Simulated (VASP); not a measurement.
SnO, 4 atoms in the cell. Symmetry: P4/nmm, No. 129, tetragonal system. Conventional cell: a = 3.815 Å, b = 3.815 Å, c = 4.852 Å, α = 90.00°, β = 90.00°, γ = 90.00°. Within 3.0 Å of Sn (site symmetry 4mm) lie 4 O at 2.23 Å. O (site symmetry -4m2) has 4 Sn at 2.23 Å and 4 O at 2.70 Å within 3.0 Å. 

| Property | Result |
| --- | --- |
| Program | VASP 6.6.1 |
| Task | relaxation of cell and atoms |
| Functional | PBE |
| Potentials or basis | VASP PAW PBE potentials, release 64 (Sn_d, O) |
| Cutoff | 600 eV |
| k mesh | 6 × 6 × 4 |
| Occupations | gaussian, width 0.05 eV |
| Spin | no spin polarisation |
| Dipole correction | no |
| Further INCAR settings | ALGO = Normal; EDIFF = 1e-07; IBRION = 2; EDIFFG = -0.03; NSW = 80; ISIF = 3 |

Potentials or basis: VASP PAW PBE potentials, release 64 (Sn_d, O).

Launch:

```console
$ cat potpaw_PBE.64/Sn_d/POTCAR potpaw_PBE.64/O/POTCAR > POTCAR
$ mpirun -np 1 vasp_std > vasp.out
```

Hardware: 1 thread of Intel Xeon 6975P-C, with other jobs on the host.

Task: How long does it take, and how much memory?

Result: Wall time 7.9 min on 1 thread of Intel Xeon 6975P-C, with other jobs on the host, peak memory 0.22 GiB. Counts: scf iterations 113, k points 30, ion steps 11.
